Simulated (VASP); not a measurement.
Wanted: the native input for a VASP 6.6.1 run.

* Task: single point
* Functional: PBE
* Potentials or basis: VASP PAW PBE potentials, release 64 (Al, Ni)
* Cutoff: 520 eV
* k mesh: 10 × 10 × 10
* Occupations: fermi-dirac, width 0.03 eV
* Spin: collinear spin, ferromagnetic start
* Starting moments: [0.0, 0.193, 0.193, 0.194] μB
* Fixed moment: 0.58 μB
* Dipole correction: no
* Further INCAR settings: ALGO = Normal; EDIFF = 1e-06; NBANDS = 28

The structure of AlNi3 lies in POSCAR:

```
AlNi3
1.0
    3.5230547267      0.0000000000      0.0000000000
    0.0000000000      3.5230547267      0.0000000000
    0.0000000000      0.0000000000      3.5230547267
Al Ni
1 3
Direct
    0.0000000000      0.0000000000      0.0000000000
    0.0000000000      0.5000000000      0.5000000000
    0.5000000000      0.0000000000      0.5000000000
    0.5000000000      0.5000000000      0.0000000000
```

These files were run (other wordings do the same):

INCAR

```
SYSTEM = AlNi3
PREC     = Accurate       ! precision mode
ENCUT    = 520            ! plane-wave cutoff, eV
EDIFF    = 1E-6           ! SCF threshold, eV
ISMEAR   = -1             ! smearing method
SIGMA    = 0.03           ! smearing width, eV
LREAL    = .False.        ! projectors in reciprocal space
LASPH    = .True.         ! aspherical terms in the spheres
NELM     = 150            ! most SCF steps
ALGO     = Normal         ! electronic algorithm
ISIF     = 2              ! what is computed and relaxed
LWAVE    = .False.        ! write WAVECAR
LCHARG   = .False.        ! write CHGCAR
ISPIN    = 2              ! spin polarisation
MAGMOM   = 0 0.193 0.193 0.194 ! initial moments
LORBIT   = 11             ! projections on sites
NUPDOWN  = 0.58           ! fixed moment
LMAXMIX  = 4              ! l up to which the mixer works
GGA      = PE             ! functional
NBANDS   = 28             ! bands
```

KPOINTS

```
regular mesh
0
Gamma
  10 10 10
  0 0 0
```

Potentials or basis: VASP PAW PBE potentials, release 64 (Al, Ni).

Command:

```console
$ cat potpaw_PBE.64/Al/POTCAR potpaw_PBE.64/Ni/POTCAR > POTCAR
$ mpirun -np 1 vasp_std > vasp.out
```

Results of the run:

The pressure is 7.2 GPa. The net moment is 0.58 μB per cell, the site moments are Al -0.01; Ni +0.21 μB and the valence electrons inside the program's atomic spheres are Al 0.82; Ni 9.45.

Caveat: the cell stands under pressure; the total moment is fixed, so each spin has its own Fermi level.

Wall time 3.5 min on 1 thread of AMD EPYC 7R13 Processor (Zen 3), on a shared host, peak memory 0.3 GiB.
